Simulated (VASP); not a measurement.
# Bi (C2/m) in VASP: further runs

The runs below take Bi through single point, with LDA, PBEsol.

Everything below comes from runs of VASP 6.6.1. Logs are shortened: lines on timing, memory, paths and dates and some standing lists are left out, and cuts for length are marked.

## 1. The cell of the first run

It takes space group C2/m (No. 12, monoclinic). Conventional cell: a = 7.114 Å, b = 6.388 Å, c = 3.425 Å, α = 90.00°, β = 112.04°, γ = 90.00°. Within 4.3 Å of Bi (site symmetry m) lie 9 Bi at 3.27 to 4.07 Å.

## 2. Single point, LDA (volume scaled by 1.06)

INCAR reads:

```
PREC = Accurate
ENCUT = 520
EDIFF = 1E-6
ISMEAR = -1
SIGMA = 0.05
LREAL = False
LASPH = True
NELM = 60
ALGO = Fast
ISIF = 2
LWAVE = False
LCHARG = False
NBANDS = 22
```

KPOINTS reads:

```
regular mesh
0
Gamma
  6 6 9
```

POSCAR reads:

```
Bi
1.0
    3.5570192531     -3.1940166960      0.0000000000
    3.5570192531      3.1940166960      0.0000000000
   -1.2849517653      0.0000000000      3.1746155033
Bi
2
Direct
    0.7530610000      0.7530610000      0.8573820000
    0.2469390000      0.2469390000      0.1426180000
```

Potentials or basis: VASP PAW LDA potentials, release 64 (Bi_d).

Started as:

```sh
cat potpaw_LDA.64/Bi_d/POTCAR > POTCAR
mpirun -np 1 vasp_std > vasp.out
```

OUTCAR:

```text
PREC = Accurate
   ENCUT = 520
   EDIFF = 1E-6
   ISMEAR = -1
   LREAL = False
   LASPH = True
   NELM = 60
   ISIF = 2

 ion  position               nearest neighbor table
   1  0.753  0.753  0.857-   2 3.27   2 3.35   2 3.35   2 3.51
   2  0.247  0.247  0.143-   1 3.27   1 3.35   1 3.35   1 3.51

  LATTYP: Found a base centered monoclinic cell.
 ALAT       =     7.1140385062
 B/A-ratio  =     0.8979475422
 C/A-ratio  =     0.4814149259
 COS(beta)  =    -0.3751898342

  Lattice vectors:

 A1 = (   3.5570192531,  -3.1940166960,   0.0000000000)
 A2 = (   3.5570192531,   3.1940166960,   0.0000000000)
 A3 = (  -1.2849517653,   0.0000000000,   3.1746155033)

Analysis of symmetry for initial positions (statically):
=====================================================================
 Subroutine PRICEL returns:
 Original cell was already a primitive cell.

 Routine SETGRP: Setting up the symmetry group for a
 base centered monoclinic supercell.

 Subroutine GETGRP returns: Found  4 space group operations
 (whereof  4 operations were pure point group operations)
 out of a pool of  4 trial point group operations.

The static configuration has the point symmetry C_2h.

Analysis of symmetry for dynamics (positions and initial velocities):
=====================================================================
 Subroutine PRICEL returns:
 Original cell was already a primitive cell.

 Routine SETGRP: Setting up the symmetry group for a
 base centered monoclinic supercell.

 Subroutine GETGRP returns: Found  4 space group operations
 (whereof  4 operations were pure point group operations)
 out of a pool of  4 trial point group operations.

The dynamic configuration has the point symmetry C_2h.

 Subroutine INISYM returns: Found  4 space group operations
 (whereof  4 operations are pure point group operations),
 and found     1 'primitive' translations

----------------------------------------------------------------------------------------

                                     Primitive cell

  volume of cell :      72.1347

  direct lattice vectors                    reciprocal lattice vectors
     3.557019253 -3.194016696  0.000000000     0.140567133 -0.156542701  0.056895705
     3.557019253  3.194016696  0.000000000     0.140567133  0.156542701  0.056895705
    -1.284951765  0.000000000  3.174615503     0.000000000  0.000000000  0.314998777

  length of vectors
     4.780599191  4.780599191  3.424804320     0.217949208  0.217949208  0.314998777

  position of ions in fractional coordinates (direct lattice)
     0.753061000  0.753061000  0.857382000
     0.246939000  0.246939000  0.142618000

  ion indices of the primitive-cell ions
   primitive index   ion index
                 1           1
                 2           2

----------------------------------------------------------------------------------------

 KPOINTS: regular mesh

Automatic generation of k-mesh.
 Grid dimensions read from file:
 generate k-points for:    6    6    9

 Generating k-lattice:

  Cartesian coordinates                     Fractional coordinates (reciprocal lattice)
     0.023427856 -0.026090450  0.009482617     0.166666667 -0.000000000  0.000000000
     0.023427856  0.026090450  0.009482617    -0.000000000  0.166666667  0.000000000
     0.000000000  0.000000000  0.034999864     0.000000000  0.000000000  0.111111111

  Length of vectors
     0.036324868  0.036324868  0.034999864

  Shift w.r.t. Gamma in fractional coordinates (k-lattice)
     0.000000000  0.000000000  0.000000000

 Subroutine IBZKPT returns following result:
 ===========================================

 Found     97 irreducible k-points:

 Following reciprocal coordinates:
            Coordinates               Weight
  0.000000  0.000000  0.000000      1.000000
  0.166667  0.000000  0.000000      4.000000
  0.333333 -0.000000  0.000000      4.000000
  0.500000 -0.000000  0.000000      2.000000
  0.166667  0.166667  0.000000      2.000000
  0.333333  0.166667  0.000000      4.000000
[... 16 lines left out ...]
 -0.333333  0.166667  0.111111      4.000000
 -0.166667  0.166667  0.111111      4.000000
 [... further k-points ...]
   k-points           NKPTS =     97   k-points in BZ     NKDIM =     97   number of bands    NBANDS=     22
   number of dos      NEDOS =    301   number of ions     NIONS =      2
   total plane-waves  NPLWV =  36288
   dimension x,y,z NGX =    36 NGY =   36 NGZ =   28
   dimension x,y,z NGXF=    72 NGYF=   72 NGZF=   56
   ions per type =               2
   NGX,Y,Z   is equivalent  to a cutoff of  12.52, 12.52, 13.59 a.u.
   NGXF,Y,Z  is equivalent  to a cutoff of  25.04, 25.04, 27.18 a.u.
 SYSTEM =  unknown system
   PREC   = accura    normal or accurate (medium, high low for compatibility)
   ISTART =      0    job   : 0-new  1-cont  2-samecut
   ICHARG =      2    charge: 1-file 2-atom 10-const
   ISPIN  =      1    spin polarized calculation?
   LNONCOLLINEAR =      F non collinear calculations
   LSORBIT =      F    spin-orbit coupling
   LASPH  =      T    aspherical Exc in radial PAW
   ENCUT  =  520.0 eV  38.22 Ry    6.18 a.u.   8.89  8.89  6.37*2*pi/ulx,y,z
   NELM   =     60;   NELMIN=  2; NELMDL= -5     # of ELM steps
   EDIFF  = 0.1E-05   stopping-criterion for ELM
   LREAL  =      F    real-space projection
   EDIFFG = 0.1E-04   stopping-criterion for IOM
   NSW    =      0    number of steps for IOM
   IBRION =     -1    ionic relax: 0-MD 1-quasi-New 2-CG
   NFREE  =      0    steps in history (QN), initial steepest desc. (CG)
   ISIF   =      2    stress and relaxation
   ISYM   =      2    0-nonsym 1-usesym 2-fastsym
   POTIM  = 0.5000    time-step for ionic-motion
   TEBEG  =    0.0;   TEEND  =   0.0 temperature during run
   PSTRESS=    0.0 pullay stress
   NELECT =      30.0000    total number of electrons
   NUPDOWN=      -1.0000    fix difference up-down
   EMIN   =  10.00;   EMAX   =-10.00  energy-range for DOS
   EFERMI =   0.00;   METHOD = LEGACY
   ISMEAR =    -1;   SIGMA  =   0.05  broadening in eV -4-tet -1-fermi 0-gaus
   EFERMI_NEDOS =   21; number of points for ismear=-14 and -15
   IALGO  =     68    algorithm
   IMIX   =      4    mixing-type and parameters
     AMIX     =   0.40;   BMIX     =  1.00
     AMIX_MAG =   1.60;   BMIX_MAG =  1.00
  volume/ion in A,a.u.               =      36.07       243.39
  Fermi-wavevector in a.u.,A,eV,Ry     =   1.221988  2.309223 20.316976  1.493256
  Thomas-Fermi vector in A             =   2.357151
   LORBIT       =      0    0 simple, 1 ext, 2 COOP (PROOUT), +10 PAW based schemes
   GGA     = CA    functional components
   LHFCALC =     F    Hartree Fock is set to
   AEXX    =    0.0000 exact exchange contribution
   IVDW    =     0    specifies the selected vdW correction
   LEPSILON=     F    determine dielectric tensor
   LRPA    =     F    only Hartree local field effects (RPA)
 non-spin polarized calculation
 RMM-DIIS sequential band-by-band and
  energy-cutoff  :      520.00
  volume of cell :       72.13
 maximum number of plane-waves:      1960
   NGX = 17   NGY = 17   NGZ = 13

 number of electron      30.0000005 magnetization

 Free energy of the ion-electron system (eV)
  ---------------------------------------------------
  ext. energy  EPLUGINS =         0.00000000
  ---------------------------------------------------
  free energy    TOTEN  =        -8.90370927 eV

  energy without entropy =       -8.89486954  energy(sigma->0) =       -8.89928940

 E-fermi :   5.8151     XC(G=0):  -9.7680

 val. band max:        5.7747796717   @ k =   0.0000   0.0000   0.3333
 cond. band min:       5.8737598347   @ k =  -0.3333  -0.3333   0.2222
 fundamental gap:      0.0989801630
 Fermi energy:         5.8151454539

 k-point     1 :       0.0000    0.0000    0.0000
  band No.  band energies     occupation
      1     -16.9944      2.00000
      2     -16.9708      2.00000
      3     -16.9324      2.00000
      4     -16.9109      2.00000
      5     -16.8462      2.00000
      6     -16.8238      2.00000
[... 14 lines left out ...]
     21      13.9360      0.00000
     22      14.3847      0.00000

 k-point     2 :       0.1667    0.0000    0.0000
  band No.  band energies     occupation
      1     -16.9817      2.00000
      2     -16.9722      2.00000
      3     -16.9364      2.00000
      4     -16.9016      2.00000
      5     -16.8438      2.00000
      6     -16.8270      2.00000
[... 14 lines left out ...]
     21      14.0379      0.00000
     22      15.0798      0.00000

 k-point     3 :       0.3333   -0.0000    0.0000
  band No.  band energies     occupation
      1     -16.9746      2.00000
      2     -16.9583      2.00000
      3     -16.9332      2.00000
      4     -16.8775      2.00000
      5     -16.8509      2.00000
      6     -16.8257      2.00000
[... 14 lines left out ...]
     21      14.6595      0.00000
     22      15.8178      0.00000

 k-point     4 :       0.5000   -0.0000    0.0000
  band No.  band energies     occupation
      1     -16.9756      2.00000
      2     -16.9569      2.00000
      3     -16.9083      2.00000
      4     -16.8687      2.00000
      5     -16.8540      2.00000
      6     -16.8326      2.00000
[... 14 lines left out ...]
     21      14.2827      0.00000
     22      14.6657      0.00000

 k-point     5 :       0.1667    0.1667    0.0000
  band No.  band energies     occupation
      1     -16.9762      2.00000
      2     -16.9691      2.00000
      3     -16.9276      2.00000
      4     -16.8942      2.00000
      5     -16.8453      2.00000
      6     -16.8325      2.00000
[... 417 lines left out ...]
 k-point    22 :       0.5000    0.1667    0.1111
  band No.  band energies     occupation
      1     -16.9602      2.00000
      2     -16.9494      2.00000
      3     -16.9039      2.00000
      4     -16.8569      2.00000
      5     -16.8465      2.00000
      6     -16.8305      2.00000
[... 14 lines left out ...]
     21      15.3441      0.00000
     22      15.4297      0.00000

 k-point    23 :      -0.3333    0.1667    0.1111
  band No.  band energies     occupation
      1     -16.9612      2.00000
      2     -16.9435      2.00000
      3     -16.9389      2.00000
      4     -16.8734      2.00000
      5     -16.8335      2.00000
      6     -16.8330      2.00000
[... 14 lines left out ...]
     21      14.7168      0.00000
     22      15.5322      0.00000

 k-point    24 :      -0.1667    0.1667    0.1111
  band No.  band energies     occupation
      1     -16.9674      2.00000
      2     -16.9553      2.00000
      3     -16.9311      2.00000
      4     -16.8899      2.00000
      5     -16.8396      2.00000
      6     -16.8309      2.00000
[... 14 lines left out ...]
     21      14.8131      0.00000
     22      14.9144      0.00000

 [... further k-points ...]
[... 5 lines left out ...]
  --------------------------------------------------------------------------------------
  -------------------------------------------------------------------------------------
  Total       -2.4840766     -2.8486301     -2.3339703      0.0000000      0.0000000     -0.0813776
  in kB      -55.1735637    -63.2706246    -51.8395683      0.0000000      0.0000000     -1.8074686
  external PRESSURE =     -56.7612522 kB  Pullay stress =       0.0000000 kB

 VOLUME and BASIS-vectors are now :
 -----------------------------------------------------------------------------
  energy-cutoff  :      520.00
  volume of cell :       72.13
      direct lattice vectors                 reciprocal lattice vectors
     3.557019253 -3.194016696  0.000000000     0.140567133 -0.156542701  0.056895705
     3.557019253  3.194016696  0.000000000     0.140567133  0.156542701  0.056895705
    -1.284951765  0.000000000  3.174615503     0.000000000  0.000000000  0.314998777

 POSITION                                       TOTAL-FORCE (eV/Angst)
 -----------------------------------------------------------------------------------
      4.25561      0.00000      2.72186         0.127751      0.000000      0.091962
      1.57348      0.00000      0.45276        -0.127751      0.000000     -0.091962
 -----------------------------------------------------------------------------------
    total drift:                               -0.000000      0.000000      0.000000

  FREE ENERGIE OF THE ION-ELECTRON SYSTEM (eV)
  ---------------------------------------------------
  free  energy   TOTEN  =        -8.9037092679 eV

  energy  without entropy=       -8.8948695350  energy(sigma->0) =       -8.89928940
```

Wall time 54 s (1 thread of Intel Xeon 6975P-C (Granite Rapids), shared host); peak memory 0.23 GiB.

Results:

| Property | Result |
| --- | --- |
| Free energy | -8.9037 eV |
| Pressure | -5.7 GPa |
| Largest force | 0.157 eV/Å |
| Band gap on the k mesh | zero (band 15 reaches 8.80 eV, above the bottom of band 16 at 4.29 eV) |

Forces on the atoms (eV/Å):
```
Bi   0.128  0.000  0.092
Bi  -0.128  0.000 -0.092
```

Caveat: spin-orbit coupling is left out, which moves the levels of the heavy elements.

[end of part 1 of 2]
